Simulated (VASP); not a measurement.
Crystal: Br.

```xyz
2
Lattice="0.0000 2.5869 2.5869 2.5869 0.0000 2.5869 2.5869 2.5869 0.0000" Properties=species:S:1:pos:R:3 pbc="T T T"
Br    0.0000    0.0000    0.0000
Br    1.2935    1.2935    1.2935
```

| Quantity | Value |
| --- | --- |
| Program | VASP 6.6.1 |
| Task | relaxation of cell and atoms |
| Functional | PBE |
| Potentials or basis | VASP PAW PBE potentials, release 64 (Br) |
| Cutoff | 600 eV |
| k mesh | 14 × 14 × 14 |
| Occupations | fermi-dirac, width 0.05 eV |
| Spin | no spin polarisation |

At the start: pressure 100.7 GPa; volume 17.31 Å³/atom.

How do energy, volume and symmetry change on relaxing?

Over 7 steps the energy falls by 3734.8 meV/atom and the volume is 42.88 Å³/atom (+147.7 %); space group Fd-3m (No. 227, to 0.1 Å) before and after.

Step by step:
```
step  energy change (eV)  largest force (eV/Å)  pressure (GPa)  volume (Å³)
   1              0.0000                0.0000          100.72        34.62
   2             -7.1149                0.0000           -2.10       122.81
   3             -7.4197                0.0000            2.08        77.28
   4             -7.4450                0.0000           -0.99        93.12
   5             -7.4688                0.0000           -0.22        87.13
   6             -7.4697                0.0000            0.02        85.76
   7             -7.4697                0.0000            0.01        85.76
```

Final structure:
```
Br
1.0
     0.00000    3.50007    3.50007
     3.50007    0.00000    3.50007
     3.50007    3.50007    0.00000
Br
2
Direct
  0.00000 0.00000 0.00000
  0.25000 0.25000 0.25000
```

Caveat: the volume moved by over 15 % at a fixed basis, so the end points are rough.
